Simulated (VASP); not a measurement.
A run of VASP 6.6.1 is set up as follows.

Contents of INCAR:

```
PREC = Accurate
ENCUT = 520
EDIFF = 1E-6
ISMEAR = 0
SIGMA = 0.05
LREAL = False
LASPH = True
NELM = 100
ALGO = Fast
ISIF = 2
LWAVE = False
LCHARG = False
NBANDS = 12
```

Contents of KPOINTS:

```
regular mesh
0
Gamma
  22 22 22
```

POSCAR

```
Ta
1.0
   -1.5940229740      1.5940229740      1.5940229740
    1.5940229740     -1.5940229740      1.5940229740
    1.5940229740      1.5940229740     -1.5940229740
Ta
1
Direct
    0.0000000000      0.0000000000      0.0000000000
```

Potentials or basis: VASP PAW LDA potentials, release 64 (Ta_pv).

Launch:

```bash
$ cat potpaw_LDA.64/Ta_pv/POTCAR > POTCAR
$ mpirun -np 1 vasp_std > vasp.out
```

Question: Estimate the pressure.

Answer: 15.8 GPa.

Question: Estimate the band gap on the k mesh.

Answer: Zero (an odd number of electrons rules out a gap without spin polarisation).

Caveat: the cell stands under pressure; spin-orbit coupling is left out, which moves the levels of the heavy elements.
